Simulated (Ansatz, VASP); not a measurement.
## Ge: VASP beside Ansatz

The input INCAR:

```
SYSTEM = Ge
ALGO = Normal
EDIFF = 1E-6
ENCUT = 500
GGA = LIBXC
GGA_COMPAT = .FALSE.
ISIF = 2
ISMEAR = 0
ISPIN = 2
LASPH = .TRUE.
LCHARG = .FALSE.
LIBXC1 = GGA_X_PBE
LIBXC2 = GGA_C_PBE_SOL
LORBIT = 11
LREAL = .FALSE.
LWAVE = .FALSE.
MAGMOM = 0.5 -0.5
NBANDS = 25
NELM = 200
PREC = Accurate
SIGMA = 0.15
```

KPOINTS

```
k-points
0
G
  8 8 8
  0 0 0
```

Contents of POSCAR:

```
Ge
1.0
    0.0000000000      2.8476450493      2.8476450493
    2.8476450493      0.0000000000      2.8476450493
    2.8476450493      2.8476450493      0.0000000000
Ge
2
Direct
    0.7500000000      0.7500000000      0.7500000000
    0.5000000000      0.5000000000      0.5000000000
```

input.yaml

```yaml
crystal:
  lattice:
    - [0.0, 2.8476450493, 2.8476450493]
    - [2.8476450493, 0.0, 2.8476450493]
    - [2.8476450493, 2.8476450493, 0.0]
  atoms:
    - { symbol: Ge, position: [0.75, 0.75, 0.75], spin: 0.5 }
    - { symbol: Ge, position: [0.5, 0.5, 0.5], spin: -0.5 }
kpoints:
  mp_grid: { grid: [8, 8, 8] }
scf:
  occupations: { method: gaussian, width: 0.15 }
hamiltonian:
  xc: { exchange: pbe, correlation: pbesol }
  pseudopotentials: { kind: all_electron, lapw: { basis_error: 0.001 } }
magnetization:
  spin_polarized: true
output:
  forces: true
  stress: true
  eigenvalues: true
```

Change from the starting cell: volume scaled by 1.02.

Alike in both runs: task single point; functional pbe exchange, pbesol correlation; k mesh 8 × 8 × 8; occupations gaussian, width 0.15 eV; collinear spin.

|  | VASP | Ansatz |
| --- | --- | --- |
| version | VASP 6.6.1 | Ansatz 0.2.0 |
| potentials or method | VASP PAW PBE potentials, release 64 (Ge_d), cutoff 500 eV | all-electron LAPW, scalar-relativistic |

```tsv
	VASP	Ansatz	Ansatz less VASP
gap on the k mesh at the Fermi level (eV)	none	none	-
pressure (GPa)	2.8	2.9	+0.09
net moment per atom (μB)	0.00	0.00	0.000
```

VASP's potentials were made for PBE, not for pbe exchange, pbesol correlation. A gap of «none» marks a metal or a gap that the smearing closes. Ansatz ran all-electron here, and VASP with PAW potentials.
